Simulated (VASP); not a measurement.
A run of VASP 6.6.1 is set up as follows.

The input INCAR:

```
PREC = Accurate ; ENCUT = 520
EDIFF = 1E-6 ; ISMEAR = 0
SIGMA = 0.15 ; LREAL = F
LASPH = T ; NELM = 60
ALGO = Fast ; ISIF = 2
LWAVE = F ; LCHARG = F
GGA = PE ; NBANDS = 46
```

File KPOINTS:

```
regular mesh
0
Gamma
  14 14 4
```

File POSCAR:

```
NbP
1.0
   -3.3470468442      0.0000000000      0.0000000000
    0.0000000000     -3.3470468442      0.0000000000
   -0.3347046844      0.0000000000     11.4279644792
Nb P
4 4
Direct
   -0.0583734683      0.0000000000      0.5837346827
    0.4916265317      0.5000000000      0.0837346827
    0.4666265317      0.0000000000      0.3337346827
   -0.0833734683      0.5000000000      0.8337346827
    0.4333706108      0.5000000000      0.6662938923
    0.9833706108      0.0000000000      0.1662938923
    0.9583706108      0.5000000000      0.4162938923
    0.4083706108      0.0000000000      0.9162938923
```

Potentials or basis: VASP PAW PBE potentials, release 64 (Nb_sv, P).

The run is started by

```sh
$ cat potpaw_PBE.64/Nb_sv/POTCAR potpaw_PBE.64/P/POTCAR > POTCAR
$ mpirun -np 1 vasp_std > vasp.out
```

(1) Predict the band gap on the k mesh.

(2) What does it give for the pressure?

Answers

(1) zero (bands 36 and 37 overlap by 0.79 eV).

(2) -0.7 GPa.

Caveat: the cell differs from its parent crystal (the part above a cut slid along it).
